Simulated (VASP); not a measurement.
Here is a VASP 6.6.1 calculation.

File INCAR:

```
SYSTEM = SnO
ALGO = Normal
EDIFF = 1E-6
ENCUT = 520
ISIF = 2
ISMEAR = 0
LASPH = .TRUE.
LCHARG = .FALSE.
LREAL = .FALSE.
LWAVE = .FALSE.
NBANDS = 28
NELM = 80
PREC = Accurate
SIGMA = 0.15
```

Contents of KPOINTS:

```
k-points
0
G
  12 12 10
  0 0 0
```

POSCAR

```
SnO
1.0
    3.7586344282      0.0000000000      0.0000000000
    0.0000000000      3.7586344282      0.0000000000
    0.0000000000      0.0000000000      4.1145771086
Sn O
2 2
Direct
    0.0000000000      0.5000000000      0.2457459271
    0.5000000000      0.0000000000      0.7542540729
    0.0000000000      0.0000000000      0.0000000000
    0.5000000000      0.5000000000      0.0000000000
```

Potentials or basis: VASP PAW LDA potentials, release 64 (Sn_d, O).

The run is started by

```bash
$ cat potpaw_LDA.64/Sn_d/POTCAR potpaw_LDA.64/O/POTCAR > POTCAR
$ mpirun -np 1 vasp_std > vasp.out
```

(1) Estimate the largest force.

(2) What does it give for the pressure?

Answers

(1) 2.235 eV/Å.

(2) 15.3 GPa.

Caveat: the cell stands under pressure; forces of over 1 eV/Å act on the atoms, so gaps and moduli don't describe the material at rest.
